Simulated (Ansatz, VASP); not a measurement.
**HfO2 in VASP and in Ansatz**

```
Hf O
1.0
     0.00000    2.54881    2.54881
     2.54881    0.00000    2.54881
     2.54881    2.54881    0.00000
Hf O
1 2
Direct
  0.00000 0.00000 0.00000
  0.25000 0.25000 0.25000
  0.75000 0.75000 0.75000
```

Alike in both runs: task single point; functional PBE; k mesh 8 × 8 × 8; occupations gaussian, width 0.05 eV; no spin polarisation.

```csv
,VASP,Ansatz
version,VASP 6.6.1,Ansatz 0.2.0
potentials or method,"VASP PAW PBE potentials, release 64 (Hf_pv, O), cutoff 520 eV","scalar-relativistic, plane waves, PAW"
valence electrons in the cell,22,38
```

|  | VASP | Ansatz | Ansatz less VASP |
| --- | --- | --- | --- |
| gap on the k mesh at the Fermi level (eV) | 3.76 | 3.75 | -0.011 |
| least direct gap on the mesh (eV) | 3.76 | 3.75 | -0.011 |
| pressure (GPa) | -3.6 | 0.0 | +3.62 |

VASP's potentials hold 22 valence electrons a cell and Ansatz's 38, so a difference there can come from the potentials and not from the codes.

Spin-orbit coupling is off throughout.
